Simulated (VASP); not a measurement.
**Sc: single point with PBEsol**

Sc:

```
Sc
1.0
     0.00000    3.10725    3.10725
     3.10725    0.00000    3.10725
     3.10725    3.10725    0.00000
Sc
2
Direct
  0.12500 0.12500 0.12500
  0.87500 0.87500 0.87500
```

This cell differs from its parent crystal: volume scaled by 0.96.

```
Program             : VASP 6.6.1
Task                : single point
Functional          : PBEsol
Potentials or basis : VASP PAW PBE potentials, release 64 (Sc_sv)
Cutoff              : 520 eV
k mesh              : 10 × 10 × 10
Occupations         : fermi-dirac, width 0.1 eV
Spin                : no spin polarisation
```

The pressure is 0.5 GPa. The band gap on the k mesh is zero (band 11 reaches 2.65 eV, above the bottom of band 12 at 2.10 eV).

Levels at points of the mesh, in eV from the Fermi level:
| k point | band 7 | band 8 | band 9 | band 10 | band 11 | band 12 | band 13 | band 14 | band 15 | band 16 |
| --- | --- | --- | --- | --- | --- | --- | --- | --- | --- | --- |
| (0.00, 0.00, 0.00) | -27.90 | -27.90 | -4.26 | -0.06 | -0.06 | 0.29 | 0.29 | 0.29 | 1.83 | 1.83 |
| (0.50, 0.00, 0.00) | -27.83 | -27.83 | -1.75 | -1.06 | -0.10 | -0.10 | 0.39 | 0.39 | 0.60 | 2.59 |
| (0.50, 0.50, 0.00) | -27.76 | -27.76 | -1.22 | -1.22 | 0.05 | 0.05 | 0.51 | 0.51 | 1.86 | 1.86 |

Wall time 24 s on 1 thread of Intel(R) Xeon(R) 6975P-C (Granite Rapids), on a shared host, peak memory 0.21 GiB.

Caveat: the PAW data sets were made with another functional, which shifts forces and pressure a little.
